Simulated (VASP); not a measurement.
# Mo: single point with LDA

The system is Mo, a slab with vacuum.

```
Mo
1.0
     2.69767    0.00000    0.00000
    -0.89922    2.54339    0.00000
     0.00000    0.00000   29.62110
Mo
9
Direct
  0.00000 0.00000 0.20611
  0.50000 0.50000 0.27700
  0.00000 0.00000 0.35156
  0.50000 0.50000 0.42582
  0.00000 0.00000 0.50000
  0.50000 0.50000 0.57418
  0.00000 0.00000 0.64844
  0.50000 0.50000 0.72300
  0.00000 0.00000 0.79389
```

```json
{"Program": "VASP 6.6.1", "Task": "single point", "Functional": "LDA", "Potentials or basis": "VASP PAW LDA potentials, release 64 (Mo_sv)", "Cutoff": "450 eV", "k mesh": "16 × 16 × 1", "Occupations": "methfessel-paxton, width 0.1 eV", "Spin": "no spin polarisation"}
```

```
Largest force          : 0.068 eV/Å
Band gap on the k mesh : zero (bands 63 and 64 overlap by 2.32 eV)
```

Forces in eV/Å, atoms in the order of the input:
```
Mo   0.000  0.000 -0.068
Mo   0.000  0.000  0.010
Mo   0.000  0.000  0.007
Mo   0.000  0.000  0.000
Mo   0.000  0.000  0.000
Mo   0.000  0.000  0.000
Mo   0.000  0.000 -0.007
Mo   0.000  0.000 -0.010
Mo   0.000  0.000  0.068
```

Levels at points of the mesh, in eV from the Fermi level:
```tsv
k point	band 59	band 60	band 61	band 62	band 63	band 64	band 65	band 66	band 67	band 68
(0.00, 0.00, 0.00)	-1.41	-1.38	-1.27	-1.13	-0.61	-0.52	0.18	0.39	1.03	1.06
(0.50, 0.00, 0.00)	-0.15	0.44	0.85	1.33	1.36	1.41	1.45	1.50	1.62	1.66
(0.50, 0.50, 0.00)	0.31	0.35	0.57	0.82	1.00	1.39	1.41	1.63	1.88	2.09
```

It took 7.5 min on 4 MPI ranks on Intel(R) Xeon(R) Platinum 8259CL CPU @ 2.50GHz (Skylake/Cascade Lake) (shared host), peak memory 0.62 GiB a rank.

Caveat: there is no dipole correction, which matters where the two faces differ.
